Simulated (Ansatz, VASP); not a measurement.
Al in VASP and in Ansatz

```xyz
4
Lattice="2.9720 0.0000 0.0000 -1.4860 2.5738 0.0000 0.0000 0.0000 8.4426" Properties=species:S:1:pos:R:3 pbc="T T T"
Al    0.0000    0.0000    0.0000
Al    0.0000    1.7159    2.1107
Al    0.0000    0.0000    4.2213
Al    1.4860    0.8579    6.3320
```

Alike in both runs: task single point; functional PBE; dispersion D3(BJ); k mesh 18 × 18 × 4; occupations gaussian, width 0.15 eV; no spin polarisation.

|  | VASP | Ansatz |
| --- | --- | --- |
| version | VASP 6.6.1 | Ansatz 0.2.0 |
| potentials or method | VASP PAW PBE potentials, release 64 (Al), cutoff 520 eV | scalar-relativistic, plane waves, PAW |
| valence electrons in the cell | 12 | 12 |

VASP gave:

- gap on the k mesh at the Fermi level (eV): none
- pressure (GPa): 0.6
- traceless stress, the component that is largest in VASP (GPa): 7.96

Task: Estimate Ansatz's values.

Result: gap on the k mesh at the Fermi level (eV): none; pressure (GPa): 0.6; traceless stress, the component that is largest in VASP (GPa): 7.97.

A gap of «none» marks a metal or a gap that the smearing closes.
